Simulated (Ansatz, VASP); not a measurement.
## Pd3I: VASP beside Ansatz

File INCAR:

```
  ALGO = Normal
  EDIFF = 1E-6
  ENCUT = 520
  GGA = PE
  ISIF = 2
  ISMEAR = -1
  LASPH = T
  LCHARG = T
  LDAU = T
  LDAUJ = 0 0
  LDAUL = -1 2
  LDAUPRINT = 1
  LDAUTYPE = 2
  LDAUU = 0 1
  LELF = T
  LMAXMIX = 4
  LREAL = F
  LVHAR = T
  LWAVE = F
  NBANDS = 26
  NELM = 150
  PREC = Accurate
  SIGMA = 0.05
```

Contents of KPOINTS:

```
k-points
0
Gamma
  9 9 9
```

File POSCAR:

```
Pd3I
1.0
   -2.1469490000      2.1469490000      3.8759100000
    2.1469490000     -2.1469490000      3.8759100000
    2.1469490000      2.1469490000     -3.8759100000
I Pd
1 3
Direct
    0.0000000000      0.0000000000      0.0000000000
    0.5000000000      0.5000000000      0.0000000000
    0.2500000000      0.7500000000      0.5000000000
    0.7500000000      0.2500000000      0.5000000000
```

The input input.yaml:

```yaml
crystal:
  lattice:
    - [-2.146949, 2.146949, 3.87591]
    - [2.146949, -2.146949, 3.87591]
    - [2.146949, 2.146949, -3.87591]
  atoms:
    - { symbol: I, position: [0.0, 0.0, 0.0] }
    - { symbol: Pd, position: [0.5, 0.5, 0.0] }
    - { symbol: Pd, position: [0.25, 0.75, 0.5] }
    - { symbol: Pd, position: [0.75, 0.25, 0.5] }
hamiltonian:
  xc: pbe
  pseudopotentials: { kind: paw }
  hubbard: { sites: [{ species: Pd, l: d, u_eff: 1.0 }] }
kpoints:
  mp_grid: { grid: [9, 9, 9] }
  band_path:
    path:
      - [[0.0, 0.0, 0.0], [0.0, 0.0, 0.5], [-0.1534143882, 0.1534143882, 0.5], [-0.3267071941, 0.3267071941, 0.3267071941], [0.0, 0.0, 0.0], [0.5, 0.5, -0.5], [0.3267071941, 0.6732928059, -0.3267071941], [0.0, 0.5, 0.0], [0.25, 0.25, 0.25], [0.5, 0.5, -0.1534143882], [0.5, 0.5, -0.5]]
      - [[0.0, 0.0, 0.5], [0.25, 0.25, 0.25]]
    npoints: 14
scf:
  occupations: { method: fermi_dirac, width: 0.05 }
  n_extra_bands: 10
output:
  forces: true
  stress: true
  eigenvalues: true
  fatbands: false
```

Alike in both runs: functional PBE; k mesh 9 × 9 × 9; occupations fermi-dirac, width 0.05 eV; no spin polarisation; Hubbard terms Pd d U = 1.0 eV.

|  | VASP | Ansatz |
| --- | --- | --- |
| version | VASP 6.6.1 | Ansatz 0.2.0 |
| potentials or method | VASP PAW PBE potentials, release 64 (I, Pd) | Ansatz PAW |
| plane-wave cutoff (eV) | 520 | 420 |
| valence electrons in the cell | 37 | 71 |
| task | single point | band structure |

Ansatz gave:

* gap on the k mesh at the Fermi level (eV): none
* pressure (GPa): -0.3
* traceless stress, the component that is largest in VASP (GPa): 0.02

Question: Which values does VASP return?

Answer: gap on the k mesh at the Fermi level (eV): none; pressure (GPa): -1.6; traceless stress, the component that is largest in VASP (GPa): -0.19.

The programs project onto different local orbitals, so the same U acts differently, and such runs can settle in different states. A gap of «none» marks a metal or a gap that the smearing closes. VASP's potentials hold 37 valence electrons a cell and Ansatz's 71, so a difference there can come from the potentials and not from the codes.

Spin-orbit coupling is off throughout.
